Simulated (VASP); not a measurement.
# Sn (P6_3/mmc) in VASP: further runs

The runs below take Sn through single point, with PBE.

Program: VASP 6.6.1. These are calculated values, not measurements. Logs are shortened: lines on timing, memory, paths and dates and some standing lists are left out, and cuts for length are marked.

## 1. The cell of the first run

The structure is hexagonal, space group P6_3/mmc (No. 194). Conventional cell: a = 4.613 Å, b = 4.613 Å, c = 7.518 Å, α = 90.00°, β = 90.00°, γ = 120.00°. Within 3.7 Å of Sn (site symmetry 3m) lie 4 Sn at 2.82 to 2.83 Å.

## 2. Single point, PBE (volume changed by -6%)

File INCAR:

```
ALGO = Normal ; EDIFF = 1E-6
ENCUT = 520 ; GGA = PE
ISIF = 2 ; ISMEAR = -1
LASPH = T ; LCHARG = F
LREAL = F ; LWAVE = F
NBANDS = 36 ; NELM = 80
PREC = Accurate ; SIGMA = 0.02
```

File KPOINTS:

```
k-points
0
Gamma
  6 6 4
```

File POSCAR:

```
Sn
1.0
    4.6129245145      0.0000000000      0.0000000000
   -2.3064622572      3.9949098153      0.0000000000
    0.0000000000      0.0000000000      7.5176698812
Sn
4
Direct
    0.3333333333      0.6666666667     -0.0008172485
    0.6666666667      0.3333333333      0.4991827515
    0.3333333333      0.6666666667      0.3758172485
    0.6666666667      0.3333333333      0.8758172485
```

Potentials or basis: VASP PAW PBE potentials, release 64 (Sn_d).

On the command line:

```
$ cat potpaw_PBE.64/Sn_d/POTCAR > POTCAR
$ mpirun -np 1 vasp_std > vasp.out
```

OUTCAR:

```text
EDIFF = 1E-6
   ENCUT = 520
   GGA = PE
   ISIF = 2
   ISMEAR = -1
   LASPH = T
   LREAL = F
   NELM = 80
   PREC = Accurate

 ion  position               nearest neighbor table
   1  0.333  0.667  0.999-   4 2.82   4 2.82   4 2.82   3 2.83
   2  0.667  0.333  0.499-   3 2.82   3 2.82   3 2.82   4 2.83
   3  0.333  0.667  0.376-   2 2.82   2 2.82   2 2.82   1 2.83
   4  0.667  0.333  0.876-   1 2.82   1 2.82   1 2.82   2 2.83

  LATTYP: Found a hexagonal cell.
 ALAT       =     4.6129245145
 C/A-ratio  =     1.6296971385

  Lattice vectors:

 A1 = (   4.6129245145,   0.0000000000,   0.0000000000)
 A2 = (  -2.3064622572,   3.9949098153,   0.0000000000)
 A3 = (   0.0000000000,   0.0000000000,   7.5176698812)

Analysis of symmetry for initial positions (statically):
=====================================================================
 Subroutine PRICEL returns:
 Original cell was already a primitive cell.

 Routine SETGRP: Setting up the symmetry group for a
 hexagonal supercell.

 Subroutine GETGRP returns: Found 24 space group operations
 (whereof  6 operations were pure point group operations)
 out of a pool of 24 trial point group operations.

The static configuration has the point symmetry C_3v.
 The point group associated with its full space group is D_6h.

Analysis of symmetry for dynamics (positions and initial velocities):
=====================================================================
 Subroutine PRICEL returns:
 Original cell was already a primitive cell.

 Routine SETGRP: Setting up the symmetry group for a
 hexagonal supercell.

 Subroutine GETGRP returns: Found 24 space group operations
 (whereof  6 operations were pure point group operations)
 out of a pool of 24 trial point group operations.

The dynamic configuration has the point symmetry C_3v.
 The point group associated with its full space group is D_6h.

 Subroutine INISYM returns: Found 24 space group operations
 (whereof  6 operations are pure point group operations),
 and found     1 'primitive' translations

----------------------------------------------------------------------------------------

                                     Primitive cell

  volume of cell :     138.5373

  direct lattice vectors                    reciprocal lattice vectors
     4.612924515  0.000000000  0.000000000     0.216782216  0.125159271  0.000000000
    -2.306462257  3.994909815  0.000000000     0.000000000  0.250318542  0.000000000
     0.000000000  0.000000000  7.517669881     0.000000000  0.000000000  0.133019940

  length of vectors
     4.612924515  4.612924514  7.517669881     0.250318542  0.250318542  0.133019940

  position of ions in fractional coordinates (direct lattice)
     0.333333333  0.666666667  0.999182752
     0.666666667  0.333333333  0.499182752
     0.333333333  0.666666667  0.375817248
     0.666666667  0.333333333  0.875817248

  ion indices of the primitive-cell ions
   primitive index   ion index
                 1           1
                 2           2
                 3           3
                 4           4

----------------------------------------------------------------------------------------

 KPOINTS: k-points

Automatic generation of k-mesh.
 Grid dimensions read from file:
 generate k-points for:    6    6    4

 Generating k-lattice:

  Cartesian coordinates                     Fractional coordinates (reciprocal lattice)
     0.036130369  0.020859878  0.000000000     0.166666667  0.000000000  0.000000000
     0.000000000  0.041719757  0.000000000     0.000000000  0.166666667  0.000000000
     0.000000000  0.000000000  0.033254985     0.000000000  0.000000000  0.250000000

  Length of vectors
     0.041719757  0.041719757  0.033254985

  Shift w.r.t. Gamma in fractional coordinates (k-lattice)
     0.000000000  0.000000000  0.000000000

 Subroutine IBZKPT returns following result:
 ===========================================

 Found     21 irreducible k-points:

 Following reciprocal coordinates:
            Coordinates               Weight
  0.000000  0.000000  0.000000      1.000000
  0.166667 -0.000000  0.000000      6.000000
  0.333333 -0.000000  0.000000      6.000000
  0.500000 -0.000000  0.000000      3.000000
  0.166667  0.166667  0.000000      6.000000
  0.333333  0.166667  0.000000     12.000000
[... 13 lines left out ...]
  0.333333  0.166667  0.500000     12.000000
  0.333333  0.333333  0.500000      2.000000
   k-points           NKPTS =     21   k-points in BZ     NKDIM =     21   number of bands    NBANDS=     36
   number of dos      NEDOS =    301   number of ions     NIONS =      4
   total plane-waves  NPLWV =  72576
   dimension x,y,z NGX =    36 NGY =   36 NGZ =   56
   dimension x,y,z NGXF=    72 NGYF=   72 NGZF=  112
   ions per type =               4
   NGX,Y,Z   is equivalent  to a cutoff of  12.97, 12.97, 12.38 a.u.
   NGXF,Y,Z  is equivalent  to a cutoff of  25.95, 25.95, 24.77 a.u.
 SYSTEM =  unknown system
   PREC   = accura    normal or accurate (medium, high low for compatibility)
   ISTART =      0    job   : 0-new  1-cont  2-samecut
   ICHARG =      2    charge: 1-file 2-atom 10-const
   ISPIN  =      1    spin polarized calculation?
   LNONCOLLINEAR =      F non collinear calculations
   LSORBIT =      F    spin-orbit coupling
   LASPH  =      T    aspherical Exc in radial PAW
   ENCUT  =  520.0 eV  38.22 Ry    6.18 a.u.   8.58  8.58 13.98*2*pi/ulx,y,z
   NELM   =     80;   NELMIN=  2; NELMDL= -5     # of ELM steps
   EDIFF  = 0.1E-05   stopping-criterion for ELM
   LREAL  =      F    real-space projection
   EDIFFG = 0.1E-04   stopping-criterion for IOM
   NSW    =      0    number of steps for IOM
   IBRION =     -1    ionic relax: 0-MD 1-quasi-New 2-CG
   NFREE  =      0    steps in history (QN), initial steepest desc. (CG)
   ISIF   =      2    stress and relaxation
   ISYM   =      2    0-nonsym 1-usesym 2-fastsym
   POTIM  = 0.5000    time-step for ionic-motion
   TEBEG  =    0.0;   TEEND  =   0.0 temperature during run
   PSTRESS=    0.0 pullay stress
   NELECT =      56.0000    total number of electrons
   NUPDOWN=      -1.0000    fix difference up-down
   EMIN   =  10.00;   EMAX   =-10.00  energy-range for DOS
   EFERMI =   0.00;   METHOD = LEGACY
   ISMEAR =    -1;   SIGMA  =   0.02  broadening in eV -4-tet -1-fermi 0-gaus
   EFERMI_NEDOS =   21; number of points for ismear=-14 and -15
   IALGO  =     38    algorithm
   IMIX   =      4    mixing-type and parameters
     AMIX     =   0.40;   BMIX     =  1.00
     AMIX_MAG =   1.60;   BMIX_MAG =  1.00
  volume/ion in A,a.u.               =      34.63       233.72
  Fermi-wavevector in a.u.,A,eV,Ry     =   1.210455  2.287428 19.935274  1.465201
  Thomas-Fermi vector in A             =   2.346001
   LORBIT       =      0    0 simple, 1 ext, 2 COOP (PROOUT), +10 PAW based schemes
   GGA     = PE    functional components
[... 5 lines left out ...]
 non-spin polarized calculation
  energy-cutoff  :      520.00
  volume of cell :      138.54
 maximum number of plane-waves:      3777
 NGX is ok and might be reduce to    36
   NGX = 17   NGY = 17   NGZ = 27

 number of electron      56.0000002 magnetization

 Free energy of the ion-electron system (eV)
  ---------------------------------------------------
  ext. energy  EPLUGINS =         0.00000000
  ---------------------------------------------------
  free energy    TOTEN  =       -15.23421749 eV

  energy without entropy =      -15.23346556  energy(sigma->0) =      -15.23384153

 E-fermi :   5.3999     XC(G=0):  -8.8070

 val. band max:        5.3700152939   @ k =   0.0000   0.0000   0.2500
 cond. band min:       5.5617025626   @ k =   0.0000   0.0000   0.0000
 fundamental gap:      0.1916872687
 Fermi energy:         5.3998713924

 k-point     1 :       0.0000    0.0000    0.0000
  band No.  band energies     occupation
      1     -16.1999      2.00000
      2     -16.1999      2.00000
      3     -16.1580      2.00000
      4     -16.1480      2.00000
      5     -16.1480      2.00000
      6     -16.1263      2.00000
[... 28 lines left out ...]
     35       9.3228      0.00000
     36      10.3875      0.00000

 k-point     2 :       0.1667   -0.0000    0.0000
  band No.  band energies     occupation
      1     -16.2194      2.00000
      2     -16.2074      2.00000
      3     -16.1737      2.00000
      4     -16.1605      2.00000
      5     -16.1470      2.00000
      6     -16.1050      2.00000
[... 28 lines left out ...]
     35      10.1997      0.00000
     36      10.4881      0.00000

 k-point     3 :       0.3333   -0.0000    0.0000
  band No.  band energies     occupation
      1     -16.2316      2.00000
      2     -16.2157      2.00000
      3     -16.1979      2.00000
      4     -16.1768      2.00000
      5     -16.1334      2.00000
      6     -16.0870      2.00000
[... 28 lines left out ...]
     35      11.0521      0.00000
     36      11.3188      0.00000

 k-point     4 :       0.5000   -0.0000    0.0000
  band No.  band energies     occupation
      1     -16.2266      2.00000
      2     -16.2179      2.00000
      3     -16.2145      2.00000
      4     -16.1827      2.00000
      5     -16.1168      2.00000
      6     -16.0807      2.00000
[... 28 lines left out ...]
     35      11.9185      0.00000
     36      11.9882      0.00000

 k-point     5 :       0.1667    0.1667    0.0000
  band No.  band energies     occupation
      1     -16.2284      2.00000
      2     -16.2215      2.00000
      3     -16.1899      2.00000
      4     -16.1817      2.00000
      5     -16.1286      2.00000
      6     -16.0896      2.00000
[... 538 lines left out ...]
 k-point    19 :       0.1667    0.1667    0.5000
  band No.  band energies     occupation
      1     -16.2031      2.00000
      2     -16.2031      2.00000
      3     -16.1960      2.00000
      4     -16.1960      2.00000
      5     -16.1224      2.00000
      6     -16.1224      2.00000
[... 28 lines left out ...]
     35      10.2524      0.00000
     36      10.2524      0.00000

 k-point    20 :       0.3333    0.1667    0.5000
  band No.  band energies     occupation
      1     -16.2163      2.00000
      2     -16.2163      2.00000
      3     -16.1978      2.00000
      4     -16.1978      2.00000
      5     -16.1057      2.00000
      6     -16.1057      2.00000
[... 28 lines left out ...]
     35      11.0303      0.00000
     36      11.0303      0.00000

 k-point    21 :       0.3333    0.3333    0.5000
  band No.  band energies     occupation
      1     -16.2280      2.00000
      2     -16.2280      2.00000
      3     -16.1981      2.00000
      4     -16.1981      2.00000
      5     -16.0959      2.00000
      6     -16.0959      2.00000
[... 28 lines left out ...]
     35      10.7190      0.00000
     36      10.7190      0.00000

------------------------ aborting loop because EDIFF is reached ----------------------------------------

  FORCE on cell =-STRESS in cart. coord.  units (eV):
  Direction    XX          YY          ZZ          XY          YZ          ZX
  --------------------------------------------------------------------------------------
  -------------------------------------------------------------------------------------
  Total        2.1869238      2.1869238      2.1904418      0.0000000      0.0000000      0.0000000
  in kB       25.2916783     25.2916783     25.3323641      0.0000000      0.0000000      0.0000000
  external PRESSURE =      25.3052402 kB  Pullay stress =       0.0000000 kB

 VOLUME and BASIS-vectors are now :
 -----------------------------------------------------------------------------
  energy-cutoff  :      520.00
  volume of cell :      138.54
      direct lattice vectors                 reciprocal lattice vectors
     4.612924515  0.000000000  0.000000000     0.216782216  0.125159271  0.000000000
    -2.306462257  3.994909815  0.000000000     0.000000000  0.250318542  0.000000000
     0.000000000  0.000000000  7.517669881     0.000000000  0.000000000  0.133019940

 POSITION                                       TOTAL-FORCE (eV/Angst)
 -----------------------------------------------------------------------------------
     -0.00000      2.66327      7.51153        -0.000000     -0.000000      0.006566
      2.30646      1.33164      3.75269         0.000000     -0.000000      0.006566
     -0.00000      2.66327      2.82527        -0.000000      0.000000     -0.006566
      2.30646      1.33164      6.58410         0.000000     -0.000000     -0.006566
 -----------------------------------------------------------------------------------
    total drift:                               -0.000000      0.000000      0.000000

  FREE ENERGIE OF THE ION-ELECTRON SYSTEM (eV)
  ---------------------------------------------------
  free  energy   TOTEN  =       -15.2342174887 eV

  energy  without entropy=      -15.2334655617  energy(sigma->0) =      -15.23384153
```

Wall time 90 s (1 thread of Intel Xeon Platinum 8488C (Sapphire Rapids), shared host); peak memory 0.27 GiB.

What came out:

```
Free energy            : -15.2342 eV
Pressure               : 2.5 GPa
Largest force          : 0.007 eV/Å
Band gap on the k mesh : zero (band 28 reaches 5.56 eV, above the bottom of band 29 at 5.37 eV)
```

Forces on the atoms (eV/Å):
```
Sn   0.000  0.000  0.007
Sn   0.000  0.000  0.007
Sn   0.000  0.000 -0.007
Sn   0.000  0.000 -0.007
```

Caveat: spin-orbit coupling is left out, which moves the levels of the heavy elements.

(Part 1 of 3 ends here.)
